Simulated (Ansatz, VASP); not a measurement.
TiC in VASP and in Ansatz

```
Ti C
1.0
     0.00000    2.16400    2.16400
     2.16400    0.00000    2.16400
     2.16400    2.16400    0.00000
Ti C
1 1
Cartesian
  0.0000 0.0000 0.0000
  2.2815 2.2436 2.1154
```

Change from the starting cell: one atom moved.

Alike in both runs: task single point; functional PBE; k mesh 14 × 14 × 14; occupations gaussian, width 0.1 eV; no spin polarisation.

|  | VASP | Ansatz |
| --- | --- | --- |
| version | VASP 6.6.1 | Ansatz 0.2.0 |
| potentials or method | VASP PAW PBE potentials, release 64 (Ti_sv, C), cutoff 520 eV | scalar-relativistic, plane waves, PAW |
| valence electrons in the cell | 16 | 16 |

|  | VASP | Ansatz | Ansatz less VASP |
| --- | --- | --- | --- |
| gap on the k mesh at the Fermi level (eV) | none | none | - |
| pressure (GPa) | 3.7 | 3.5 | -0.19 |
| traceless stress, the component that is largest in VASP (GPa) | 1.81 | 1.79 | -0.021 |
| rms of the force components (eV/Å) | 0.738 | 0.734 | -0.0035 |

Atom by atom the forces differ by 0.004 eV/Å (rms over components). A gap of «none» marks a metal or a gap that the smearing closes.
